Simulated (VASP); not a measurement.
## SnO2: single point with PBE+D3(BJ)

SnO2:

```xyz
6
Lattice="3.2378 0.0000 0.0000 -1.6189 2.8040 0.0000 0.0000 0.0000 10.4188" Properties=species:S:1:pos:R:3 pbc="T T T"
Sn   -0.6312    0.0000    5.2094
Sn    0.6312    0.0000    0.0000
O     0.9797    0.9347    4.1862
O     2.2582    0.9347    1.0232
O    -0.6393    1.8694    6.2326
O     0.6393    1.8694    9.3956
```

```json
{
  "Program": "VASP 6.6.1",
  "Task": "single point",
  "Functional": "PBE",
  "Dispersion": "D3(BJ)",
  "Potentials or basis": "VASP PAW PBE potentials, release 64 (Sn_d, O)",
  "Cutoff": "520 eV",
  "k mesh": "12 × 12 × 4",
  "Occupations": "gaussian, width 0.05 eV",
  "Spin": "no spin polarisation",
  "Dipole correction": "no",
  "Further INCAR settings": "ALGO = Normal; EDIFF = 1e-07; NBANDS = 35"
}
```

- Pressure: -2.9 GPa
- Largest force: 0.174 eV/Å
- Band gap on the k mesh: 2.02 eV, indirect (least direct gap 2.31 eV)
- Dispersion energy per atom: -0.160 eV

Forces in eV/Å, atoms in the order of the input:
```
Sn  -0.106  0.000  0.000
Sn   0.106  0.000  0.000
O    0.035 -0.007  0.170
O   -0.035 -0.007 -0.170
O    0.035  0.007 -0.170
O   -0.035  0.007  0.170
```

Stress tensor (GPa, compression positive):
```
-2.75  0.00  0.00
 0.00 -3.07  0.00
 0.00  0.00 -2.80
```

Levels at points of the mesh, in eV from the valence-band top:
```csv
k point,band 23,band 24,band 25,band 26,band 27,band 28,band 29,band 30
"(0.00, 0.00, 0.00)",-0.85,-0.83,-0.82,-0.29,2.02,2.87,5.47,5.73
"(0.50, 0.00, 0.00)",-0.52,-0.50,-0.32,-0.16,5.08,5.13,7.08,7.30
"(0.00, 0.50, 0.00)",-0.53,-0.48,-0.45,-0.04,5.06,5.17,6.93,7.56
"(0.00, 0.00, 0.50)",-0.83,-0.83,-0.67,-0.67,2.47,2.47,5.62,5.62
"(0.50, 0.00, 0.50)",-0.51,-0.51,-0.25,-0.25,5.11,5.11,7.18,7.18
"(0.00, 0.50, 0.50)",-0.51,-0.51,-0.23,-0.23,5.12,5.12,7.23,7.23
```

Wall time 10 min on 1 thread of Oxide Virtual Turin-like Processor (shared host), peak memory 0.42 GiB.

Caveat: spin-orbit coupling is left out, which moves the levels of the heavy elements. A k mesh can miss the band edges.
